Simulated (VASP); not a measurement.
**Ga2Ge2O3: single point with PBE**

The system is Ga2Ge2O3.

```
CELL_PARAMETERS angstrom
-4.31553 4.31553 4.31553
4.31553 -4.31553 4.31553
4.31553 4.31553 -4.31553
ATOMIC_POSITIONS crystal
Ga 0.50000 0.00000 0.00297
Ga 0.00297 0.50000 0.00000
Ga 0.00000 0.00297 0.50000
Ga 0.49703 0.49703 0.49703
Ge 0.10919 0.10919 0.10919
Ge 0.00000 0.39081 0.50000
Ge 0.50000 0.00000 0.39081
Ge 0.39081 0.50000 0.00000
O 0.40532 0.15532 0.25000
O 0.09468 0.34468 0.75000
O 0.75000 0.09468 0.34468
O 0.25000 0.40532 0.15532
O 0.34468 0.75000 0.09468
O 0.15532 0.25000 0.40532
```

```json
{"Program": "VASP 6.6.1", "Task": "single point", "Functional": "PBE", "Potentials or basis": "VASP PAW PBE potentials, release 64 (Ga_d, Ge_d, O)", "Cutoff": "520 eV", "k mesh": "6 × 6 × 6", "Occupations": "gaussian, width 0.02 eV", "Spin": "no spin polarisation", "Dipole correction": "no", "Further INCAR settings": "ALGO = Normal; EDIFF = 1e-06; NBANDS = 85"}
```

The pressure is 0.1 GPa, the largest force is 0.073 eV/Å and the band gap on the k mesh is 1.78 eV (least direct gap 2.19 eV).

Forces in eV/Å, atoms in the order of the input:
```
Ga  -0.030 -0.030  0.030
Ga   0.030 -0.030 -0.030
Ga  -0.030  0.030 -0.030
Ga   0.030  0.030  0.030
Ge  -0.042 -0.042 -0.042
Ge   0.042 -0.042  0.042
Ge   0.042  0.042 -0.042
Ge  -0.042  0.042  0.042
O    0.000  0.000  0.008
O    0.000  0.000 -0.008
O   -0.008  0.000  0.000
O    0.008  0.000  0.000
O    0.000 -0.008  0.000
O    0.000  0.008  0.000
```

Levels at points of the mesh, in eV from the valence-band top:
| k point | band 68 | band 69 | band 70 | band 71 | band 72 | band 73 | band 74 | band 75 | band 76 | band 77 |
| --- | --- | --- | --- | --- | --- | --- | --- | --- | --- | --- |
| (0.00, 0.00, 0.00) | -1.87 | -0.62 | -0.62 | -0.62 | -0.40 | 1.78 | 1.78 | 2.17 | 2.17 | 2.17 |
| (0.50, 0.00, 0.00) | -1.65 | -1.26 | -0.79 | -0.71 | -0.55 | 2.16 | 2.27 | 2.49 | 2.74 | 3.22 |
| (0.50, 0.50, 0.50) | -1.84 | -1.40 | -1.40 | -1.40 | 0.00 | 2.60 | 2.60 | 2.60 | 3.45 | 3.45 |

It took 16 min on 1 thread of Intel Xeon 8259CL, with other jobs on the host, peak memory 0.64 GiB.

A k mesh can miss the band edges.
